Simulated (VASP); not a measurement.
# Be (Im-3m) in VASP: notebook, part 2 of 2

VASP 6.6.1. The steps go on from the part before.

### Step 4. Single point, PBE

This run uses another cell than the first one, of 7.82 Å³/atom, 1.190 times its volume.

Input file INCAR:

```
PREC     = Accurate       # precision mode
ENCUT    = 520            # plane-wave cutoff, eV
EDIFF    = 1E-6           # SCF threshold, eV
ISMEAR   = -1             # smearing method
SIGMA    = 0.08           # smearing width, eV
LREAL    = False          # projectors in reciprocal space
LASPH    = True           # aspherical terms in the spheres
NELM     = 60             # most SCF steps
ALGO     = Normal         # electronic algorithm
ISIF     = 2              # what is computed and relaxed
LWAVE    = False          # write WAVECAR
LCHARG   = False          # write CHGCAR
GGA      = PE             # functional
NBANDS   = 7              # bands
```

Input file KPOINTS:

```
Automatic mesh
0
Gamma
  21 21 21
```

Input file POSCAR:

```
Be
1.0
   -1.2501447108      1.2501447108      1.2501447108
    1.2501447108     -1.2501447108      1.2501447108
    1.2501447108      1.2501447108     -1.2501447108
Be
1
Direct
    0.0000000000      0.0000000000      0.0000000000
```

Command:

```bash
$ cat potpaw_PBE.64/Be/POTCAR > POTCAR
$ mpirun -np 1 vasp_std > vasp.out
```

Run time: 3.8 s. Hardware: 1 thread of Intel Xeon Platinum 8375C at 2.90GHz (Ice Lake), shared host; peak memory 0.11 GiB.

The run converged. Its results:

```yaml
Free_energy: -3.6694 eV
Pressure: 0.2 GPa
Band_gap_on_the_k_mesh: zero (band 1 reaches 11.47 eV, above the bottom of band 2 at 6.62 eV)
```

Levels at points of the mesh, in eV from the Fermi level:
```csv
k point,band 1,band 2,band 3,band 4,band 5
"(0.00, 0.00, 0.00)",-12.21,19.52,19.52,19.52,30.90
```

### Step 5. Single point, PBE

This run uses another cell than the first one, of 7.82 Å³/atom, 1.190 times its volume.

Input file INCAR:

```
SYSTEM = Be
  PREC = Accurate
  ENCUT = 520
  EDIFF = 1E-7
  ISMEAR = -1
  SIGMA = 0.08
  LREAL = .FALSE.
  LASPH = .TRUE.
  NELM = 60
  ALGO = Normal
  ISIF = 2
  LWAVE = .FALSE.
  LCHARG = .FALSE.
  GGA = PE
  NBANDS = 7
```

Input file KPOINTS:

```
regular mesh
0
G
  21 21 21
  0 0 0
```

POSCAR is that of step 4.

Potentials or basis: VASP PAW PBE potentials, release 64 (Be).

Command:

```bash
$ cat potpaw_PBE.64/Be/POTCAR > POTCAR
$ mpirun -np 1 vasp_std > vasp.out
```

OUTCAR:

```text
SYSTEM = Be
   PREC = Accurate
   ENCUT = 520
   EDIFF = 1E-7
   ISMEAR = -1
   LREAL = .FALSE.
   LASPH = .TRUE.
   NELM = 60
   ISIF = 2
   GGA = PE

 ion  position               nearest neighbor table
   1  0.000  0.000  0.000-

  LATTYP: Found a body centered cubic cell.
 ALAT       =     2.5002894216

  Lattice vectors:

 A1 = (  -1.2501447108,   1.2501447108,   1.2501447108)
 A2 = (   1.2501447108,  -1.2501447108,   1.2501447108)
 A3 = (   1.2501447108,   1.2501447108,  -1.2501447108)

Analysis of symmetry for initial positions (statically):
=====================================================================
 Subroutine PRICEL returns:
 Original cell was already a primitive cell.

 Routine SETGRP: Setting up the symmetry group for a
 body centered cubic supercell.

 Subroutine GETGRP returns: Found 48 space group operations
 (whereof 48 operations were pure point group operations)
 out of a pool of 48 trial point group operations.

The static configuration has the point symmetry O_h .

Analysis of symmetry for dynamics (positions and initial velocities):
[... 157 lines left out ...]

 val. band max:        7.8592388887   @ k =  -0.3810  -0.3810   0.0476
 cond. band min:       8.0426790207   @ k =   0.3333   0.2381   0.0952
 fundamental gap:      0.1834401320
 Fermi energy:         7.9185394159

 k-point     1 :       0.0000    0.0000    0.0000
  band No.  band energies     occupation
      1      -4.2955      2.00000
      2      27.4384      0.00000
      3      27.4384      0.00000
      4      27.4384      0.00000
      5      38.8230      0.00000
      6      38.8230      0.00000
      7      38.8230      0.00000
[... 221 lines left out ...]
 k-point    24 :       0.1905    0.0952   -0.0000
  band No.  band energies     occupation
      1      -2.0591      2.00000
      2      18.8958      0.00000
      3      21.7428      0.00000
      4      24.3054      0.00000
      5      33.3684      0.00000
      6      33.4626      0.00000
      7      39.6126      0.00000

 [... further k-points ...]

------------------------ aborting loop because EDIFF is reached ----------------------------------------

  FORCE on cell =-STRESS in cart. coord.  units (eV):
  Direction    XX          YY          ZZ          XY          YZ          ZX
  --------------------------------------------------------------------------------------
  -------------------------------------------------------------------------------------
  Total        0.0079190      0.0079190      0.0079190     -0.0000000     -0.0000000     -0.0000000
  in kB        1.6234531      1.6234531      1.6234531     -0.0000000     -0.0000000     -0.0000000
  external PRESSURE =       1.6234531 kB  Pullay stress =       0.0000000 kB

 VOLUME and BASIS-vectors are now :
 -----------------------------------------------------------------------------
  energy-cutoff  :      520.00
  volume of cell :        7.82
      direct lattice vectors                 reciprocal lattice vectors
    -1.250144711  1.250144711  1.250144711     0.000000000  0.399953698  0.399953698
     1.250144711 -1.250144711  1.250144711     0.399953698  0.000000000  0.399953698
     1.250144711  1.250144711 -1.250144711     0.399953698  0.399953698  0.000000000

 POSITION                                       TOTAL-FORCE (eV/Angst)
 -----------------------------------------------------------------------------------
      0.00000      0.00000      0.00000         0.000000      0.000000     -0.000000
 -----------------------------------------------------------------------------------
    total drift:                                0.000000      0.000000      0.000000

  FREE ENERGIE OF THE ION-ELECTRON SYSTEM (eV)
  ---------------------------------------------------
  free  energy   TOTEN  =        -3.6693908253 eV

  energy  without entropy=       -3.6677100424  energy(sigma->0) =       -3.66855043
```

Wall time 4 s (1 thread of Intel Xeon Platinum 8375C at 2.90GHz (Ice Lake), shared host); peak memory 0.12 GiB.

Results:

| Quantity | Value |
| --- | --- |
| Free energy | -3.6694 eV |
| Pressure | 0.2 GPa |
| Band gap on the k mesh | zero (band 1 reaches 11.47 eV, above the bottom of band 2 at 6.62 eV) |

Levels at points of the mesh, in eV from the Fermi level:
```
           k point  band 1  band 2  band 3  band 4  band 5
(0.00, 0.00, 0.00)  -12.21   19.52   19.52   19.52   30.90
```

### Step 6. Relaxation of cell and atoms, PBE

This run uses another cell than the first one, of 7.91 Å³/atom, 1.205 times its volume.

Input file INCAR:

```
SYSTEM = Be
PREC = Accurate ; ENCUT = 600
EDIFF = 1E-6 ; ISMEAR = -1
SIGMA = 0.08 ; LREAL = .False.
LASPH = .True. ; NELM = 60
ALGO = Normal ; ISIF = 3
LWAVE = .False. ; LCHARG = .False.
GGA = PE ; IBRION = 2
NSW = 60 ; EDIFFG = -0.005
```

Input file KPOINTS:

```
Automatic mesh
0
Gamma
  21 21 21
  0 0 0
```

Input file POSCAR:

```
Be
1.0
   -1.2551785168      1.2551785168      1.2551785168
    1.2551785168     -1.2551785168      1.2551785168
    1.2551785168      1.2551785168     -1.2551785168
Be
1
Direct
    0.0000000000      0.0000000000      0.0000000000
```

Potentials or basis: VASP PAW PBE potentials, release 64 (Be).

Command:

```bash
$ cat potpaw_PBE.64/Be/POTCAR > POTCAR
$ mpirun -np 1 vasp_std > vasp.out
```

OUTCAR:

```text
SYSTEM = Be
   PREC = Accurate
   ENCUT = 600
   EDIFF = 1E-6
   ISMEAR = -1
   LREAL = .False.
   LASPH = .True.
   NELM = 60
   ISIF = 3
   GGA = PE
   IBRION = 2
   NSW = 60
   EDIFFG = -0.005

 ion  position               nearest neighbor table
   1  0.000  0.000  0.000-

  LATTYP: Found a body centered cubic cell.
 ALAT       =     2.5103570336

  Lattice vectors:

 A1 = (  -1.2551785168,   1.2551785168,   1.2551785168)
 A2 = (   1.2551785168,  -1.2551785168,   1.2551785168)
 A3 = (   1.2551785168,   1.2551785168,  -1.2551785168)

Analysis of symmetry for initial positions (statically):
=====================================================================
 Subroutine PRICEL returns:
 Original cell was already a primitive cell.

 Routine SETGRP: Setting up the symmetry group for a
 body centered cubic supercell.

 Subroutine GETGRP returns: Found 48 space group operations
 (whereof 48 operations were pure point group operations)
 out of a pool of 48 trial point group operations.

The static configuration has the point symmetry O_h .

Analysis of symmetry for dynamics (positions and initial velocities):
=====================================================================
[... 165 lines left out ...]
  Total       -0.0643830     -0.0643830     -0.0643830     -0.0000000      0.0000000      0.0000000
  in kB      -13.0408295    -13.0408295    -13.0408295     -0.0000000      0.0000000      0.0000000
  external PRESSURE =     -13.0408295 kB  Pullay stress =       0.0000000 kB
[... 57 lines left out ...]
--------------------------------------- Ionic step        3  -------------------------------------------

 number of electron       2.0000000 magnetization

 Free energy of the ion-electron system (eV)
  ---------------------------------------------------
  ext. energy  EPLUGINS =         0.00000000
  ---------------------------------------------------
  free energy    TOTEN  =        -3.66941024 eV

  energy without entropy =       -3.66772369  energy(sigma->0) =       -3.66856697

 E-fermi :   7.9065     XC(G=0): -10.6457

 val. band max:        7.8471080873   @ k =  -0.3810  -0.3810   0.0476
 cond. band min:       8.0304149595   @ k =   0.3333   0.2381   0.0952
 fundamental gap:      0.1833068723
 Fermi energy:         7.9065392373

 k-point     1 :       0.0000    0.0000    0.0000
  band No.  band energies     occupation
      1      -4.2993      2.00000
      2      27.4036      0.00000
      3      27.4036      0.00000
      4      27.4036      0.00000
      5      38.7833      0.00000
[... 177 lines left out ...]
 k-point    24 :       0.1905    0.0952    0.0000
  band No.  band energies     occupation
      1      -2.0641      2.00000
      2      18.8719      0.00000
      3      21.7149      0.00000
      4      24.2756      0.00000
      5      33.3323      0.00000

 [... further k-points ...]

------------------------ aborting loop because EDIFF is reached ----------------------------------------

  FORCE on cell =-STRESS in cart. coord.  units (eV):
  Direction    XX          YY          ZZ          XY          YZ          ZX
  --------------------------------------------------------------------------------------
  -------------------------------------------------------------------------------------
  Total       -0.0002332     -0.0002332     -0.0002332      0.0000000     -0.0000000     -0.0000000
  in kB       -0.0477387     -0.0477387     -0.0477387      0.0000000     -0.0000000     -0.0000000
  external PRESSURE =      -0.0477387 kB  Pullay stress =       0.0000000 kB
[... 16 lines left out ...]
  FREE ENERGIE OF THE ION-ELECTRON SYSTEM (eV)
  ---------------------------------------------------
  free  energy   TOTEN  =        -3.6694102392 eV

  energy  without entropy=       -3.6677236939  energy(sigma->0) =       -3.66856697

 reached required accuracy - stopping structural energy minimisation
```

Run time: 24 s. Hardware: 1 thread of AMD EPYC 7R43 (Zen 3), shared host; peak memory 0.08 GiB.

Results:

| Property | Result |
| --- | --- |
| Free energy | -3.6694 eV |
| Relaxed volume | 7.83 Å³/atom |
| Relaxed cell | a = 2.166 Å, b = 2.166 Å, c = 2.166 Å, α = 109.47°, β = 109.47°, γ = 109.47° |
| Space group after relaxing (to 0.05 Å) | Im-3m (No. 229) |
| Energy gained by relaxing | 0.3 meV/atom |
| Ionic steps | 3 |
| Pressure after relaxing | 0.0 GPa |
| Band gap on the k mesh | zero (band 1 reaches 11.45 eV, above the bottom of band 2 at 6.61 eV) |

The path:
```tsv
step	energy change (eV)	largest force (eV/Å)	pressure (GPa)	volume (Å³)
1	0.0000	0.0000	-1.30	7.91
2	-0.0003	0.0000	-0.17	7.84
3	-0.0003	0.0000	0.00	7.83
```

Final structure:
```xyz
1
Lattice="-1.2507 1.2507 1.2507 1.2507 -1.2507 1.2507 1.2507 1.2507 -1.2507" Properties=species:S:1:pos:R:3 pbc="T T T"
Be    0.0000    0.0000    0.0000
```

### Step 7. Summary

```csv
task,cell,cutoff (eV),gap on the mesh (eV),pressure (GPa)
single point,"a = 2.043 Å, angles 109.5°, 1 atom",520,none,29.2
single point,"a = 2.106 Å, angles 109.5°, 1 atom",520,none,12.1
single point,"a = 2.165 Å, angles 109.5°, 1 atom",520,none,0.2
relaxation of cell and atoms,"relaxed from a = 2.174 Å, angles 109.5°, 1 atom",600,none,0.0
```

Alike in all rows: level PBE; potentials or basis VASP PAW PBE potentials, release 64 (Be); no spin polarisation; k mesh 21 × 21 × 21; smearing fermi-dirac 0.08 eV.

Total energies depend on the potentials used, so only differences within one code and one set of settings carry meaning.
